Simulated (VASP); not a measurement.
Here is a VASP 6.6.1 calculation.

Contents of INCAR:

```
SYSTEM = Zr5TiN6
PREC     = Accurate       ! precision mode
ENCUT    = 520            ! plane-wave cutoff, eV
EDIFF    = 1E-6           ! SCF threshold, eV
ISMEAR   = 0              ! smearing method
SIGMA    = 0.2            ! smearing width, eV
LREAL    = .FALSE.        ! projectors in reciprocal space
LASPH    = .TRUE.         ! aspherical terms in the spheres
NELM     = 100            ! most SCF steps
ALGO     = Normal         ! electronic algorithm
ISIF     = 2              ! what is computed and relaxed
LWAVE    = .FALSE.        ! write WAVECAR
LCHARG   = .FALSE.        ! write CHGCAR
GGA      = PE             ! functional
NBANDS   = 63             ! bands
```

File KPOINTS:

```
Automatic mesh
0
G
  6 6 2
  0 0 0
```

POSCAR

```
Zr5TiN6
1.0
    3.1550748918     -0.0000000289      0.0000000000
   -1.5775374209      2.7323750216      0.0000000000
    0.0000000000      0.0000000000     16.3178793000
Zr Ti N
5 1 6
Direct
    0.3333333333      0.6666666667      0.6610310000
    0.3333333333      0.6666666667      0.0000000000
    0.3333333333      0.6666666667      0.3389690000
    0.6666666667      0.3333333333      0.8305440000
    0.6666666667      0.3333333333      0.1694560000
    0.6666666667      0.3333333333      0.5000000000
    0.0000000000      0.0000000000      0.5772090000
    0.0000000000      0.0000000000      0.9154420000
    0.0000000000      0.0000000000      0.2538810000
    0.0000000000      0.0000000000      0.7461190000
    0.0000000000      0.0000000000      0.0845580000
    0.0000000000      0.0000000000      0.4227910000
```

Potentials or basis: VASP PAW PBE potentials, release 64 (Zr_sv, Ti_sv, N).

Launch:

```bash
$ cat potpaw_PBE.64/Zr_sv/POTCAR potpaw_PBE.64/Ti_sv/POTCAR potpaw_PBE.64/N/POTCAR > POTCAR
$ mpirun -np 1 vasp_std > vasp.out
```

(1) Predict the largest force.

(2) What does it give for the band gap on the k mesh?

(3) Estimate the pressure.

## Answers

(1) 0.025 eV/Å.

(2) zero (bands 51 and 52 overlap by 0.95 eV).

(3) 0.3 GPa.

Caveat: the k points lie up to 0.38 Å⁻¹ apart, too coarse for converged energies and pressures of a metal.
